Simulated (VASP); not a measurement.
Runs of VASP 6.6.1 on KI. The structure is that of space group Fm-3m (No. 225), or close to it. The cells are those of the table. 

```csv
task,level,potentials or basis,spin,cell,k mesh,cutoff (eV),smearing,grid for exact exchange (PRECFOCK),share of exact exchange,screening parameter,gap on the mesh (eV),pressure (GPa)
relaxation of cell and atoms,LDA,"VASP PAW LDA potentials, release 64 (I, K_sv)","non-collinear, zero start, SOC","relaxed from a = 4.996 Å, angles 60.0°, 2 atoms",5 × 5 × 5,600,gaussian 0.1 eV,-,-,-,-,0.0
single point,B3LYP,"VASP PAW PBE potentials, release 64 (I, K_sv)",off,"a = 4.996 Å, angles 60.0°, 2 atoms",4 × 4 × 4,520,gaussian 0.05 eV,Normal,0.2,-,5.34,1.0
single point,PBEsol,"VASP PAW PBE potentials, release 64 (I, K_sv)",off,"a = 5.029 Å, angles 60.0°, 2 atoms",7 × 7 × 7,520,fermi-dirac 0.05 eV,-,-,-,3.77,-0.5
single point,r2SCAN,"VASP PAW PBE potentials, release 64 (I, K_sv)",off,"a = 4.996 Å, angles 60.0°, 2 atoms",4 × 4 × 4,520,fermi-dirac 0.05 eV,-,-,-,(b),0.2
single point,HSE06,"VASP PAW PBE potentials, release 64 (I, K_sv)",off,"a = 4.963 Å, angles 60.0°, 2 atoms",4 × 4 × 4,520,fermi-dirac 0.05 eV,Normal,0.25,0.2079 1/Å,(a),0.7
single point,PBEsol,"VASP PAW PBE potentials, release 64 (I, K_sv)",off,"a = 4.996 Å, angles 60.0°, 2 atoms",7 × 7 × 7,520,gaussian 0.02 eV,-,-,-,3.81,-0.3
single point,PBEsol,"VASP PAW PBE potentials, release 64 (I, K_sv)",off,"a = 4.996 Å, angles 60.0°, 2 atoms",4 × 4 × 4,520,fermi-dirac 0.05 eV,-,-,-,3.81,-0.2
single point,PBEsol,"VASP PAW PBE potentials, release 64 (I, K_sv)",off,"a = 4.996 Å, angles 60.0°, 2 atoms",6 × 6 × 6,520,fermi-dirac 0.05 eV,-,-,-,3.81,-0.3
single point,PBEsol,"VASP PAW PBE potentials, release 64 (I, K_sv)",off,"a = 5.021, b = 5.021, c = 5.046 Å, angles 59.8, 59.8, 60.3°, 2 atoms",6 × 6 × 6,520,fermi-dirac 0.05 eV,-,-,-,3.77,-0.5
single point,BLYP,"VASP PAW PBE potentials, release 64 (I, K_sv)",off,"a = 4.996 Å, angles 60.0°, 2 atoms",4 × 4 × 4,520,fermi-dirac 0.05 eV,-,-,-,(c),1.4
```

Task: Estimate the missing entries.

Result: (a) 5.01; (b) 4.61; (c) 4.00.

Caveats: the PAW data sets were made with another functional, which shifts forces and pressure a little (at least some runs); spin-orbit coupling is left out, which moves the levels of the heavy elements (at least some runs); an odd mesh through Γ misses points on the zone boundary, where band edges can lie (at least some runs).

A k mesh can miss the band edges, and rows without SOC leave out spin-orbit coupling on I.
